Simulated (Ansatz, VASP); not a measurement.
## Ge in VASP and in Ansatz

```xyz
1
Lattice="1.4246 -2.6515 0.0000 1.4246 2.6515 0.0000 0.0000 0.0000 2.7512" Properties=species:S:1:pos:R:3 pbc="T T T"
Ge    1.4246    0.0000    0.0000
```

Alike in both runs: task single point; functional r2SCAN; k mesh 12 × 12 × 11; no spin polarisation.

|  | VASP | Ansatz |
| --- | --- | --- |
| version | VASP 6.6.1 | Ansatz 0.2.0 |
| potentials or method | VASP PAW PBE potentials, release 64 (Ge_d), cutoff 520 eV | plane waves, PAW |
| occupations | methfessel-paxton of order 1, width 0.15 eV | cold, width 0.15 eV |
| valence electrons in the cell | 14 | 14 |

|  | VASP | Ansatz | Ansatz less VASP |
| --- | --- | --- | --- |
| pressure (GPa) | -6.5 | -6.3 | +0.16 |
| traceless stress, the component that is largest in VASP (GPa) | -1.86 | -1.94 | -0.079 |

VASP's potentials were made for PBE, not for r2SCAN.
